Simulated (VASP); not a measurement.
Wanted: the native input for a VASP 6.6.1 run.

* Task: single point
* Functional: PBEsol
* Potentials or basis: VASP PAW PBE potentials, release 64 (Mo_sv, S)
* Cutoff: 520 eV
* k mesh: 6 × 6 × 2
* Occupations: gaussian, width 0.01 eV
* Spin: no spin polarisation
* Dipole correction: no
* Further INCAR settings: ALGO = Normal; EDIFF = 1e-07; NBANDS = 35

The structure of MoS2 lies in POSCAR:

```
MoS2
1.0
    3.0786301484      0.0000000000      0.0000000000
   -1.5393150742      2.6661719174      0.0000000000
    0.0000000000      0.0000000000     12.6862902530
Mo S
2 4
Direct
    0.3333333333      0.6666666667      0.2500000000
    0.6666666667      0.3333333333      0.7500000000
    0.3333333333      0.6666666667      0.6253252986
    0.6666666667      0.3333333333      0.1253252986
    0.3333333333      0.6666666667      0.8746747014
    0.6666666667      0.3333333333      0.3746747014
```

This cell differs from its parent crystal: in-plane strain -0.02, then relaxed in part.

One way to write it, as run:

INCAR

```
SYSTEM = MoS2
PREC = Accurate
ENCUT = 520
EDIFF = 1E-7
ISMEAR = 0
SIGMA = 0.01
LREAL = .FALSE.
LASPH = .TRUE.
NELM = 100
ALGO = Normal
ISIF = 2
LWAVE = .FALSE.
LCHARG = .TRUE.
GGA = PS
LELF = .TRUE.
LVHAR = .TRUE.
NBANDS = 35
```

KPOINTS

```
Automatic mesh
0
G
  6 6 2
  0 0 0
```

Potentials or basis: VASP PAW PBE potentials, release 64 (Mo_sv, S).

Run with:

```bash
$ cat potpaw_PBE.64/Mo_sv/POTCAR potpaw_PBE.64/S/POTCAR > POTCAR
$ mpirun -np 1 vasp_std > vasp.out
```

It gave:

```yaml
Pressure: 3.9 GPa
Band_gap_on_the_k_mesh: 1.09 eV, indirect (least direct gap 1.99 eV)
```

Caveat: the cell differs from its parent crystal (in-plane strain -0.02, then relaxed in part); the PAW data sets were made with another functional, which shifts forces and pressure a little; this functional lacks dispersion, which binds the layers, so the pressure and a relaxed spacing across them are unreliable.

It took 25 s on 1 thread of Intel(R) Xeon(R) 6975P-C (Granite Rapids), on a shared host, peak memory 0.23 GiB.
